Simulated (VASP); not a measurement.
# Cu (C2/m) in VASP: further runs

Cu is run at these levels: PBEsol; tasks: single point.

Everything below comes from runs of VASP 6.6.1. Logs are shortened: lines on timing, memory, paths and dates and some standing lists are left out, and cuts for length are marked.

## (1) The cell of the first run

Symmetry: C2/m, No. 12, monoclinic system. Conventional cell: a = 3.909 Å, b = 2.890 Å, c = 2.720 Å, α = 90.00°, β = 132.35°, γ = 90.00°. Cu (site symmetry 2/m) has 14 Cu at 2.43 to 2.89 Å within 3.2 Å.

## (2) Single point, PBEsol (strain -0.0300 x Voigt [0, 0, 0, 0, 1, 0])

The input, INCAR:

```
ALGO = Fast ; EDIFF = 1E-6
ENCUT = 520 ; GGA = PS
ISIF = 2 ; ISMEAR = 0
LASPH = T ; LCHARG = T
LELF = T ; LREAL = F
LVHAR = T ; LWAVE = F
NBANDS = 12 ; NELM = 100
PREC = Accurate ; SIGMA = 0.15
```

The input, KPOINTS:

```
k-points
0
Gamma
  30 30 30
```

The input, POSCAR:

```
Cu
1.0
   -1.4654918376      1.4450917296      1.3816835750
    1.4246916216     -1.4450917296      1.3383308232
    1.4654918376      1.4450917296     -1.3816835750
Cu
1
Direct
    0.0000000000      0.0000000000      0.0000000000
```

Potentials or basis: VASP PAW PBE potentials, release 64 (Cu).

Run with:

```sh
$ cat potpaw_PBE.64/Cu/POTCAR > POTCAR
$ mpirun -np 1 vasp_std > vasp.out
```

OUTCAR:

```text
EDIFF = 1E-6
   ENCUT = 520
   GGA = PS
   ISIF = 2
   ISMEAR = 0
   LASPH = T
   LREAL = F
   NELM = 100
   PREC = Accurate

 ion  position               nearest neighbor table
   1  0.000  0.000  0.000-

  LATTYP: Found a base centered monoclinic cell.
 ALAT       =     3.9094120320
 B/A-ratio  =     0.7392885261
 C/A-ratio  =     0.6958387503
 COS(beta)  =    -0.6736625892

  Lattice vectors:

 A1 = (  -1.4246916216,   1.4450917296,  -1.3383308232)
 A2 = (  -1.4246916216,  -1.4450917296,  -1.3383308232)
 A3 = (  -0.0408002160,   0.0000000000,   2.7200143982)

Analysis of symmetry for initial positions (statically):
=====================================================================
 Subroutine PRICEL returns:
 Original cell was already a primitive cell.

 Routine SETGRP: Setting up the symmetry group for a
 base centered monoclinic supercell.

 Subroutine GETGRP returns: Found  4 space group operations
 (whereof  4 operations were pure point group operations)
 out of a pool of  4 trial point group operations.

The static configuration has the point symmetry C_2h.

Analysis of symmetry for dynamics (positions and initial velocities):
=====================================================================
 Subroutine PRICEL returns:
 Original cell was already a primitive cell.

 Routine SETGRP: Setting up the symmetry group for a
 base centered monoclinic supercell.

 Subroutine GETGRP returns: Found  4 space group operations
 (whereof  4 operations were pure point group operations)
 out of a pool of  4 trial point group operations.

The dynamic configuration has the point symmetry C_2h.

 Subroutine INISYM returns: Found  4 space group operations
 (whereof  4 operations are pure point group operations),
 and found     1 'primitive' translations

----------------------------------------------------------------------------------------

                                     Primitive cell

  volume of cell :      11.3578

  direct lattice vectors                    reciprocal lattice vectors
    -1.465491838  1.445091730  1.381683575     0.005515918  0.345998797  0.367727851
     1.424691622 -1.445091730  1.338330823     0.351592582  0.000000000  0.372919001
     1.465491838  1.445091730 -1.381683575     0.346076664  0.345998797  0.005191150

  length of vectors
     2.478912248  2.430877561  2.478912248     0.504944913  0.512528951  0.489398787

  position of ions in fractional coordinates (direct lattice)
     0.000000000  0.000000000  0.000000000

  ion indices of the primitive-cell ions
   primitive index   ion index
                 1           1

----------------------------------------------------------------------------------------

 KPOINTS: k-points

Automatic generation of k-mesh.
 Grid dimensions read from file:
 generate k-points for:   30   30   30

 Generating k-lattice:

  Cartesian coordinates                     Fractional coordinates (reciprocal lattice)
     0.000183864  0.011533293  0.012257595     0.033333333  0.000000000 -0.000000000
     0.011719753  0.000000000  0.012430633     0.000000000  0.033333333  0.000000000
     0.011535889  0.011533293  0.000173038     0.000000000  0.000000000  0.033333333

  Length of vectors
     0.016831497  0.017084298  0.016313293

  Shift w.r.t. Gamma in fractional coordinates (k-lattice)
     0.000000000  0.000000000  0.000000000

 Subroutine IBZKPT returns following result:
 ===========================================

 Found   6992 irreducible k-points:

 Following reciprocal coordinates:
            Coordinates               Weight
  0.000000  0.000000  0.000000      1.000000
  0.033333  0.000000 -0.000000      4.000000
  0.066667  0.000000 -0.000000      4.000000
  0.100000  0.000000  0.000000      4.000000
  0.133333  0.000000  0.000000      4.000000
  0.166667  0.000000  0.000000      4.000000
[... 16 lines left out ...]
  0.200000  0.033333  0.000000      4.000000
  0.233333  0.033333  0.000000      4.000000
 [... further k-points ...]
   k-points           NKPTS =   6992   k-points in BZ     NKDIM =   6992   number of bands    NBANDS=     12
   number of dos      NEDOS =    301   number of ions     NIONS =      1
   total plane-waves  NPLWV =   5832
   dimension x,y,z NGX =    18 NGY =   18 NGZ =   18
   dimension x,y,z NGXF=    36 NGYF=   36 NGZF=   36
   ions per type =               1
   NGX,Y,Z   is equivalent  to a cutoff of  12.07, 12.31, 12.07 a.u.
   NGXF,Y,Z  is equivalent  to a cutoff of  24.14, 24.62, 24.14 a.u.
 SYSTEM =  unknown system
   PREC   = accura    normal or accurate (medium, high low for compatibility)
   ISTART =      0    job   : 0-new  1-cont  2-samecut
   ICHARG =      2    charge: 1-file 2-atom 10-const
   ISPIN  =      1    spin polarized calculation?
   LNONCOLLINEAR =      F non collinear calculations
   LSORBIT =      F    spin-orbit coupling
   LASPH  =      T    aspherical Exc in radial PAW
   ENCUT  =  520.0 eV  38.22 Ry    6.18 a.u.   4.61  4.52  4.61*2*pi/ulx,y,z
   NELM   =    100;   NELMIN=  2; NELMDL= -5     # of ELM steps
   EDIFF  = 0.1E-05   stopping-criterion for ELM
   LREAL  =      F    real-space projection
   EDIFFG = 0.1E-04   stopping-criterion for IOM
   NSW    =      0    number of steps for IOM
   IBRION =     -1    ionic relax: 0-MD 1-quasi-New 2-CG
   NFREE  =      0    steps in history (QN), initial steepest desc. (CG)
   ISIF   =      2    stress and relaxation
   ISYM   =      2    0-nonsym 1-usesym 2-fastsym
   POTIM  = 0.5000    time-step for ionic-motion
   TEBEG  =    0.0;   TEEND  =   0.0 temperature during run
   PSTRESS=    0.0 pullay stress
   NELECT =      11.0000    total number of electrons
   NUPDOWN=      -1.0000    fix difference up-down
   EMIN   =  10.00;   EMAX   =-10.00  energy-range for DOS
   EFERMI =   0.00;   METHOD = LEGACY
   ISMEAR =     0;   SIGMA  =   0.15  broadening in eV -4-tet -1-fermi 0-gaus
   EFERMI_NEDOS =   21; number of points for ismear=-14 and -15
   IALGO  =     68    algorithm
   IMIX   =      4    mixing-type and parameters
     AMIX     =   0.40;   BMIX     =  1.00
     AMIX_MAG =   1.60;   BMIX_MAG =  1.00
  volume/ion in A,a.u.               =      11.36        76.65
  Fermi-wavevector in a.u.,A,eV,Ry     =   1.619724  3.060834 35.694954  2.623505
  Thomas-Fermi vector in A             =   2.713778
   LORBIT       =      0    0 simple, 1 ext, 2 COOP (PROOUT), +10 PAW based schemes
   GGA     = PS    functional components
   LHFCALC =     F    Hartree Fock is set to
   AEXX    =    0.0000 exact exchange contribution
   IVDW    =     0    specifies the selected vdW correction
   LEPSILON=     F    determine dielectric tensor
   LRPA    =     F    only Hartree local field effects (RPA)
 non-spin polarized calculation
 RMM-DIIS sequential band-by-band and
 Gauss-broadening in eV      SIGMA  =   0.15
  energy-cutoff  :      520.00
  volume of cell :       11.36
 maximum number of plane-waves:       320
   NGX =  9   NGY =  9   NGZ =  9

 number of electron      11.0000001 magnetization

 Free energy of the ion-electron system (eV)
  ---------------------------------------------------
  ext. energy  EPLUGINS =         0.00000000
  ---------------------------------------------------
  free energy    TOTEN  =        -4.26904207 eV

  energy without entropy =       -4.26533458  energy(sigma->0) =       -4.26718833

 E-fermi :   7.8872     XC(G=0): -13.1380

 val. band max:        7.8866392370   @ k =   0.5000   0.1333   0.0333
 cond. band min:       7.8874346804   @ k =   0.5000   0.1667   0.0667
 fundamental gap:      0.0007954435
 Fermi energy:         7.8872116729

 k-point     1 :       0.0000    0.0000    0.0000
  band No.  band energies     occupation
      1      -1.7923      2.00000
      2       4.4636      2.00000
      3       4.7517      2.00000
      4       4.7961      2.00000
      5       5.5937      2.00000
      6       5.8689      2.00000
      7      32.5802      0.00000
      8      32.6638      0.00000
      9      34.2129      0.00000
     10      36.7550      0.00000
     11      36.8344      0.00000
     12      36.9785      0.00000

 k-point     2 :       0.0333    0.0000   -0.0000
  band No.  band energies     occupation
      1      -1.7471      2.00000
      2       4.4686      2.00000
      3       4.7544      2.00000
      4       4.7956      2.00000
      5       5.5942      2.00000
      6       5.8617      2.00000
      7      32.4263      0.00000
      8      32.4552      0.00000
      9      33.8088      0.00000
     10      35.8983      0.00000
     11      36.2619      0.00000
     12      36.8283      0.00000

 k-point     3 :       0.0667    0.0000   -0.0000
  band No.  band energies     occupation
      1      -1.6121      2.00000
      2       4.4768      2.00000
      3       4.7603      2.00000
      4       4.8020      2.00000
      5       5.5958      2.00000
      6       5.8418      2.00000
      7      31.6637      0.00000
      8      32.1180      0.00000
      9      32.8157      0.00000
     10      34.7686      0.00000
     11      35.7975      0.00000
     12      36.3987      0.00000
[... 286 lines left out ...]
 k-point    23 :       0.2000    0.0333    0.0000
  band No.  band energies     occupation
      1       0.0717      2.00000
      2       4.2922      2.00000
      3       4.6388      2.00000
      4       5.3178      2.00000
      5       5.6458      2.00000
      6       5.7477      2.00000
      7      23.9451      0.00000
      8      28.3856      0.00000
      9      29.9149      0.00000
     10      30.8763      0.00000
     11      33.4727      0.00000
     12      37.0107      0.00000

 k-point    24 :       0.2333    0.0333    0.0000
  band No.  band energies     occupation
      1       0.6093      2.00000
      2       4.2085      2.00000
      3       4.6229      2.00000
      4       5.5125      2.00000
      5       5.6424      2.00000
      6       5.7835      2.00000
      7      22.1625      0.00000
      8      27.6277      0.00000
      9      29.0020      0.00000
     10      30.5246      0.00000
     11      33.2327      0.00000
     12      37.5974      0.00000

 [... further k-points ...]

------------------------ aborting loop because EDIFF is reached ----------------------------------------

  FORCE on cell =-STRESS in cart. coord.  units (eV):
  Direction    XX          YY          ZZ          XY          YZ          ZX
  --------------------------------------------------------------------------------------
  -------------------------------------------------------------------------------------
  Total        0.0683043      0.0802798      0.0736915      0.0000000      0.0000000      0.2182663
  in kB        9.6352866     11.3245978     10.3952267      0.0000000      0.0000000     30.7895181
  external PRESSURE =      10.4517037 kB  Pullay stress =       0.0000000 kB

 VOLUME and BASIS-vectors are now :
 -----------------------------------------------------------------------------
  energy-cutoff  :      520.00
  volume of cell :       11.36
      direct lattice vectors                 reciprocal lattice vectors
    -1.465491838  1.445091730  1.381683575     0.005515918  0.345998797  0.367727851
     1.424691622 -1.445091730  1.338330823     0.351592582  0.000000000  0.372919001
     1.465491838  1.445091730 -1.381683575     0.346076664  0.345998797  0.005191150

 POSITION                                       TOTAL-FORCE (eV/Angst)
 -----------------------------------------------------------------------------------
      0.00000      0.00000      0.00000        -0.000000     -0.000000     -0.000000
 -----------------------------------------------------------------------------------
    total drift:                                0.000000      0.000000      0.000000

  FREE ENERGIE OF THE ION-ELECTRON SYSTEM (eV)
  ---------------------------------------------------
  free  energy   TOTEN  =        -4.2690420722 eV

  energy  without entropy=       -4.2653345807  energy(sigma->0) =       -4.26718833
```

Wall time 5.2 min (1 thread of Intel Xeon 6975P-C (Granite Rapids), shared host); peak memory 0.97 GiB.

Results:

```
Free energy : -4.2690 eV
Pressure    : 1.0 GPa
```

Levels at points of the mesh, in eV from the Fermi level:
```tsv
k point	band 4	band 5	band 6	band 7	band 8	band 9
(0.00, 0.00, 0.00)	-3.09	-2.29	-2.02	24.69	24.78	26.33
(0.50, 0.00, 0.00)	-1.91	-1.37	-0.54	4.80	16.79	17.96
(0.00, 0.50, 0.00)	-1.95	-1.32	-0.30	5.14	17.06	17.08
(0.50, 0.50, 0.00)	-2.10	-1.40	-1.02	4.12	18.50	19.70
(0.50, 0.00, 0.50)	-1.87	-1.41	-0.78	4.46	17.55	17.77
(0.50, 0.50, 0.50)	-1.57	-1.46	7.57	7.58	9.97	13.29
```

Caveat: the cell differs from its parent crystal (strain -0.0300 x Voigt [0, 0, 0, 0, 1, 0]); the PAW data sets were made with another functional, which shifts forces and pressure a little.

## (3) Single point, PBEsol (strain +0.0150 x Voigt [0, 0, 0, 0, 1, 0])

The input, INCAR:

```
ALGO = Fast
EDIFF = 1E-6
ENCUT = 520
GGA = PS
ISIF = 2
ISMEAR = 0
LASPH = T
LCHARG = T
LELF = T
LREAL = F
LVHAR = T
LWAVE = F
NBANDS = 12
NELM = 80
PREC = Accurate
SIGMA = 0.15
```

KPOINTS is that of step 2.

The input, POSCAR:

```
Cu
1.0
   -1.4348916756      1.4450917296      1.3491690111
    1.4552917836     -1.4450917296      1.3708453871
    1.4348916756      1.4450917296     -1.3491690111
Cu
1
Direct
    0.0000000000      0.0000000000      0.0000000000
```

Potentials or basis: VASP PAW PBE potentials, release 64 (Cu).

Run with:

```sh
$ cat potpaw_PBE.64/Cu/POTCAR > POTCAR
$ mpirun -np 1 vasp_std > vasp.out
```

OUTCAR:

```text
EDIFF = 1E-6
   ENCUT = 520
   GGA = PS
   ISIF = 2
   ISMEAR = 0
   LASPH = T
   LREAL = F
   NELM = 80
   PREC = Accurate

 ion  position               nearest neighbor table
   1  0.000  0.000  0.000-

  LATTYP: Found a base centered monoclinic cell.
 ALAT       =     3.9391223090
 B/A-ratio  =     0.7337125462
 C/A-ratio  =     0.6905322263
 COS(beta)  =    -0.6795268476

  Lattice vectors:

 A1 = (   1.4348916756,  -1.4450917296,  -1.3491690111)
 A2 = (   1.4348916756,   1.4450917296,  -1.3491690111)
 A3 = (   0.0204001080,   0.0000000000,   2.7200143982)

Analysis of symmetry for initial positions (statically):
=====================================================================
 Subroutine PRICEL returns:
 Original cell was already a primitive cell.

 Routine SETGRP: Setting up the symmetry group for a
 base centered monoclinic supercell.

 Subroutine GETGRP returns: Found  4 space group operations
 (whereof  4 operations were pure point group operations)
 out of a pool of  4 trial point group operations.

The static configuration has the point symmetry C_2h.

Analysis of symmetry for dynamics (positions and initial velocities):
=====================================================================
 Subroutine PRICEL returns:
 Original cell was already a primitive cell.

 Routine SETGRP: Setting up the symmetry group for a
 base centered monoclinic supercell.

 Subroutine GETGRP returns: Found  4 space group operations
 (whereof  4 operations were pure point group operations)
 out of a pool of  4 trial point group operations.

The dynamic configuration has the point symmetry C_2h.

 Subroutine INISYM returns: Found  4 space group operations
 (whereof  4 operations are pure point group operations),
 and found     1 'primitive' translations

----------------------------------------------------------------------------------------

                                     Primitive cell

  volume of cell :      11.3597
[... 114 lines left out ...]
   AEXX    =    0.0000 exact exchange contribution
   IVDW    =     0    specifies the selected vdW correction
   LEPSILON=     F    determine dielectric tensor
   LRPA    =     F    only Hartree local field effects (RPA)
 non-spin polarized calculation
 RMM-DIIS sequential band-by-band and
 Gauss-broadening in eV      SIGMA  =   0.15
  energy-cutoff  :      520.00
  volume of cell :       11.36
 maximum number of plane-waves:       322
   NGX =  9   NGY =  9   NGZ =  9

 number of electron      11.0000006 magnetization

 Free energy of the ion-electron system (eV)
  ---------------------------------------------------
  ext. energy  EPLUGINS =         0.00000000
  ---------------------------------------------------
  free energy    TOTEN  =        -4.27150462 eV

  energy without entropy =       -4.26762886  energy(sigma->0) =       -4.26956674

 E-fermi :   7.8852     XC(G=0): -13.1374

 val. band max:        7.8840411944   @ k =   0.3000   0.0667   0.1333
 cond. band min:       7.8852863054   @ k =   0.2333   0.1000   0.1667
 fundamental gap:      0.0012451110
 Fermi energy:         7.8851902947

 k-point     1 :       0.0000    0.0000    0.0000
  band No.  band energies     occupation
      1      -1.7934      2.00000
      2       4.4891      2.00000
      3       4.7556      2.00000
      4       4.7677      2.00000
      5       5.5876      2.00000
      6       5.8624      2.00000
      7      32.6334      0.00000
      8      32.6536      0.00000
      9      34.2861      0.00000
     10      36.7972      0.00000
     11      36.9358      0.00000
     12      36.9838      0.00000
[... 331 lines left out ...]
 k-point    24 :       0.2333    0.0333   -0.0000
  band No.  band energies     occupation
      1       0.5931      2.00000
      2       4.2038      2.00000
      3       4.6076      2.00000
      4       5.5169      2.00000
      5       5.6437      2.00000
      6       5.7864      2.00000
      7      22.1937      0.00000
      8      27.5646      0.00000
      9      28.6562      0.00000
     10      30.8223      0.00000
     11      33.3220      0.00000
     12      37.6387      0.00000

 [... further k-points ...]

------------------------ aborting loop because EDIFF is reached ----------------------------------------

  FORCE on cell =-STRESS in cart. coord.  units (eV):
  Direction    XX          YY          ZZ          XY          YZ          ZX
  --------------------------------------------------------------------------------------
  -------------------------------------------------------------------------------------
  Total        0.0626409      0.0658115      0.0708323      0.0000000      0.0000000     -0.1086169
  in kB        8.8348810      9.2820733      9.9902013      0.0000000      0.0000000    -15.3193526
  external PRESSURE =       9.3690519 kB  Pullay stress =       0.0000000 kB

 VOLUME and BASIS-vectors are now :
 -----------------------------------------------------------------------------
  energy-cutoff  :      520.00
  volume of cell :       11.36
      direct lattice vectors                 reciprocal lattice vectors
    -1.434891676  1.445091730  1.349169011    -0.002757493  0.345998797  0.367665794
     1.455291784 -1.445091730  1.370845387     0.343260767  0.000000000  0.365070657
     1.434891676  1.445091730 -1.349169011     0.346018261  0.345998797 -0.002595137

 POSITION                                       TOTAL-FORCE (eV/Angst)
 -----------------------------------------------------------------------------------
      0.00000      0.00000      0.00000        -0.000000      0.000000      0.000000
 -----------------------------------------------------------------------------------
    total drift:                                0.000000      0.000000      0.000000

  FREE ENERGIE OF THE ION-ELECTRON SYSTEM (eV)
  ---------------------------------------------------
  free  energy   TOTEN  =        -4.2715046181 eV

  energy  without entropy=       -4.2676288577  energy(sigma->0) =       -4.26956674
```

It took 7.6 min on 1 thread of Intel Xeon Platinum 8488C (Sapphire Rapids), shared host; peak memory 0.97 GiB.

What came out:

```yaml
Free_energy: -4.2715 eV
Pressure: 0.9 GPa
```

Stress tensor (GPa, compression positive):
```
 0.88  0.00 -1.53
 0.00  0.93  0.00
-1.53  0.00  1.00
```

Caveat: the cell differs from its parent crystal (strain +0.0150 x Voigt [0, 0, 0, 0, 1, 0]); the PAW data sets were made with another functional, which shifts forces and pressure a little.
